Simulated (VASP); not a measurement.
Input of a VASP 6.6.1 run:

The input POSCAR:

```
SnO2
1.0
    0.0000000000      4.4626589766      4.4626589766
    4.4626589766      0.0000000000      4.4626589766
    4.4626589766      4.4626589766      0.0000000000
Sn O
4 8
Direct
    0.1250000000      0.1250000000      0.6250000000
    0.6250000000      0.1250000000      0.1250000000
    0.1250000000      0.6250000000      0.1250000000
    0.1250000000      0.1250000000      0.1250000000
    0.8913962981      0.8913962981      0.8913962981
    0.8913962981      0.3258111057      0.8913962981
    0.8913962981      0.8913962981      0.3258111057
    0.3258111057      0.8913962981      0.8913962981
    0.9241888943      0.3586037019      0.3586037019
    0.3586037019      0.3586037019      0.9241888943
    0.3586037019      0.9241888943      0.3586037019
    0.3586037019      0.3586037019      0.3586037019
```

The input INCAR.step1:

```
SYSTEM = SnO2
ALGO = Normal
EDIFF = 1E-4
ENCUT = 520
GGA = PE
ISMEAR = 0
LASPH = .TRUE.
LCHARG = .FALSE.
LREAL = .FALSE.
LWAVE = .TRUE.
NBANDS = 64
NELM = 100
PREC = Accurate
SIGMA = 0.05
```

The input INCAR.step2:

```
SYSTEM = SnO2
ALGO = Normal
EDIFF = 1E-6
ENCUT = 520
ISIF = 2
ISMEAR = 0
ISTART = 1
LASPH = .TRUE.
LCHARG = .TRUE.
LELF = .TRUE.
LMIXTAU = .TRUE.
LREAL = .FALSE.
LVHAR = .TRUE.
LWAVE = .FALSE.
METAGGA = R2SCAN
NBANDS = 64
NELM = 100
PREC = Accurate
SIGMA = 0.05
```

The input KPOINTS:

```
k-points
0
G
  4 4 4
  0 0 0
```

Potentials or basis: VASP PAW PBE potentials, release 64 (Sn_d, O).

Command:

```bash
$ cat potpaw_PBE.64/Sn_d/POTCAR potpaw_PBE.64/O/POTCAR > POTCAR
$ cp INCAR.step1 INCAR
$ mpirun -np 1 vasp_std > vasp.out
$ cp INCAR.step2 INCAR
$ mpirun -np 1 vasp_std > vasp.out
```

Question: What does it give for the pressure?

Answer: 1.0 GPa.

Question: Estimate the largest force.

Answer: 0.090 eV/Å.

Forces in eV/Å, atoms in the order of the input:
```
Sn   0.000  0.000  0.000
Sn   0.000  0.000  0.000
Sn   0.000  0.000  0.000
Sn   0.000  0.000  0.000
O   -0.052 -0.052 -0.052
O    0.052 -0.052  0.052
O    0.052  0.052 -0.052
O   -0.052  0.052  0.052
O    0.052 -0.052 -0.052
O   -0.052 -0.052  0.052
O   -0.052  0.052 -0.052
O    0.052  0.052  0.052
```

Caveat: the PAW data sets were made with another functional, which shifts forces and pressure a little.
